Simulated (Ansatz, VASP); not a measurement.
# One calculation of Pt, two programs

The input INCAR:

```
SYSTEM = Pt
ALGO = Normal ; EDIFF = 1E-6
EDIFFG = -0.005 ; ENCUT = 600
GGA = PE ; IBRION = 2
ISIF = 3 ; ISMEAR = -1
IVDW = 13 ; LASPH = .True.
LCHARG = .False. ; LREAL = .False.
LWAVE = .False. ; NELM = 80
NSW = 80 ; PREC = Accurate
SIGMA = 0.05
```

File KPOINTS:

```
k-points
0
Gamma
  12 12 12
  0 0 0
```

File POSCAR:

```
Pt
1.0
    0.0000000000      1.9609000000      1.9609000000
    1.9609000000      0.0000000000      1.9609000000
    1.9609000000      1.9609000000      0.0000000000
Pt
1
Direct
    0.0000000000      0.0000000000      0.0000000000
```

The input input.yaml:

```yaml
crystal:
  lattice:
    - [0.0, 1.9609, 1.9609]
    - [1.9609, 0.0, 1.9609]
    - [1.9609, 1.9609, 0.0]
  atoms:
    - { symbol: Pt, position: [0.0, 0.0, 0.0] }
kpoints:
  mp_grid: { grid: [12, 12, 12] }
scf:
  occupations: { method: fermi_dirac, width: 0.05 }
hamiltonian:
  xc: pbe
  dispersion: d4
  pseudopotentials: { kind: all_electron, lapw: { basis_error: 0.001 } }
output:
  forces: true
  stress: true
relax:
  f_tol: 0.005
  max_steps: 60
  cell: {}
```

Alike in both runs: task relaxation of cell and atoms; functional PBE; dispersion D4; k mesh 12 × 12 × 12; occupations fermi-dirac, width 0.05 eV; no spin polarisation.

|  | VASP | Ansatz |
| --- | --- | --- |
| version | VASP 6.6.1 | Ansatz 0.2.0 |
| potentials or method | VASP PAW PBE potentials, release 64 (Pt), cutoff 600 eV | all-electron LAPW, scalar-relativistic |

|  | VASP | Ansatz | Ansatz less VASP |
| --- | --- | --- | --- |
| relaxed volume (Å³/atom) | 15.20 | 15.22 | +0.022 |
| relaxed cell length with the largest relative difference (Å) | 2.781 | 2.782 | +0.0013 |

Ansatz ran all-electron here, and VASP with PAW potentials.

Spin-orbit coupling is off throughout.
